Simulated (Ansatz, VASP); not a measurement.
## One calculation of Hf, two programs

File INCAR:

```
SYSTEM = Hf
  AGGAC = 1.0
  AGGAX = 1.0
  ALDAC = 0.0
  ALDAX = 1.0
  ALGO = Normal
  EDIFF = 1E-6
  ENCUT = 520
  GGA = B5
  ISIF = 2
  ISMEAR = -1
  LASPH = .True.
  LCHARG = .False.
  LREAL = .False.
  LWAVE = .False.
  NBANDS = 22
  NELM = 100
  PREC = Accurate
  SIGMA = 0.1
```

The input KPOINTS:

```
k-points
0
Gamma
  8 8 11
  0 0 0
```

File POSCAR:

```
Hf
1.0
    5.1693251906      0.0000000000      0.0000000000
   -2.5846625953      4.4767669355      0.0000000000
    0.0000000000      0.0000000000      3.2118358467
Hf
3
Direct
    1.0000000000      0.0000000000      0.0000000000
    0.3333333333      0.6666666667      0.5000000000
    0.6666666667      0.3333333333      0.5000000000
```

Input for Ansatz:

```yaml
crystal:
  lattice:
    - [5.1693251906, 0.0, 0.0]
    - [-2.5846625953, 4.4767669355, 0.0]
    - [0.0, 0.0, 3.2118358467]
  atoms:
    - { symbol: Hf, position: [1.0, 0.0, 0.0] }
    - { symbol: Hf, position: [0.3333333333, 0.6666666667, 0.5] }
    - { symbol: Hf, position: [0.6666666667, 0.3333333333, 0.5] }
hamiltonian:
  xc: blyp
  pseudopotentials:
    kind: paw
    azcp:
      Hf: "pseudopotentials/Hf.paw.azcp"
basis:
  ecutwfc: 420
  fft_grid_basis: typed
kpoints:
  mp_grid: { grid: [8, 8, 11], shift: [0, 0, 0] }
magnetization:
  spin_polarized: false
scf:
  occupations: { method: fermi_dirac, width: 0.1 }
  lower_state_search: "off"
output:
  stress: true
  write_density: true
  write_potential: true
  elf: true
  volumetric_format: npy
```

Alike in both runs: task single point; functional BLYP; k mesh 8 × 8 × 11; occupations fermi-dirac, width 0.1 eV; no spin polarisation.

```csv
,VASP,Ansatz
version,VASP 6.6.1,Ansatz 0.2.0
potentials or method,"VASP PAW PBE potentials, release 64 (Hf_pv), cutoff 520 eV","plane waves (420 eV) with PAW, scalar-relativistic"
valence electrons in the cell,30,78
```

VASP gave:

- pressure (GPa): -6.7
- traceless stress, the component that is largest in VASP (GPa): 0.14

Q: What did Ansatz give for the same quantities?

A: Pressure (GPa): -6.7; traceless stress, the component that is largest in VASP (GPa): 0.09.

VASP's potentials were made for PBE, not for BLYP. VASP's potentials hold 30 valence electrons a cell and Ansatz's 78, so a difference there can come from the potentials and not from the codes.

Spin-orbit coupling is off throughout.
